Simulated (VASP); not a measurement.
The system is BaNaF.

```
CELL_PARAMETERS angstrom
4.42714 0.00000 0.00000
-2.21357 3.83401 0.00000
0.00000 0.00000 4.36968
ATOMIC_POSITIONS crystal
Na 0.00000 0.00000 0.00000
Ba 0.33333 0.66667 0.50000
F 0.66667 0.33333 0.50000
```

The cell was generated, and may not be a known phase.

| Quantity | Value |
| --- | --- |
| Program | VASP 6.6.1 |
| Task | relaxation of cell and atoms |
| Functional | PBE |
| Potentials or basis | VASP PAW PBE potentials, release 64 (Na_sv, Ba_sv, F) |
| Cutoff | 1130 eV |
| k mesh | 6 × 6 × 4 |
| Occupations | gaussian, width 0.1 eV |
| Spin | no spin polarisation |

At the start: pressure 8.9 GPa; volume 24.72 Å³/atom.

Problem. Where does the relaxation end?

Solution. Over 8 steps the energy falls by 355.5 meV/atom and the volume is 36.23 Å³/atom (+46.5 %); space group P-6m2 (No. 187, to 0.1 Å) before and after.

The path:
```
step  energy change (eV)  largest force (eV/Å)  pressure (GPa)  volume (Å³)
   1              0.0000                0.0000            8.89        74.17
   2             -0.5342                0.0000            1.92        89.86
   3             -0.6138                0.0000           -0.02        98.44
   4             -0.6200                0.0000           -0.56       101.80
   5             -0.7973                0.0000           -0.53       103.79
   6             -1.0659                0.0000            0.21       107.60
   7             -1.0661                0.0000            0.18       107.52
   8             -1.0665                0.0000           -0.06       108.69
```

Final structure:
```cif
data_structure
_symmetry_space_group_name_H-M 'P 1'
_symmetry_Int_Tables_number 1
_cell_length_a 4.4989
_cell_length_b 4.4989
_cell_length_c 6.2008
_cell_angle_alpha 90.000
_cell_angle_beta 90.000
_cell_angle_gamma 120.000
_cell_volume 108.69
loop_
_atom_site_label
_atom_site_type_symbol
_atom_site_fract_x
_atom_site_fract_y
_atom_site_fract_z
_atom_site_occupancy
Na1 Na 0.00000 0.00000 0.00000 1
Ba1 Ba 0.33333 0.66667 0.50000 1
F1 F 0.66667 0.33333 0.50000 1
```

Caveat: the volume moved by over 15 % at a fixed basis, so the end points are rough.
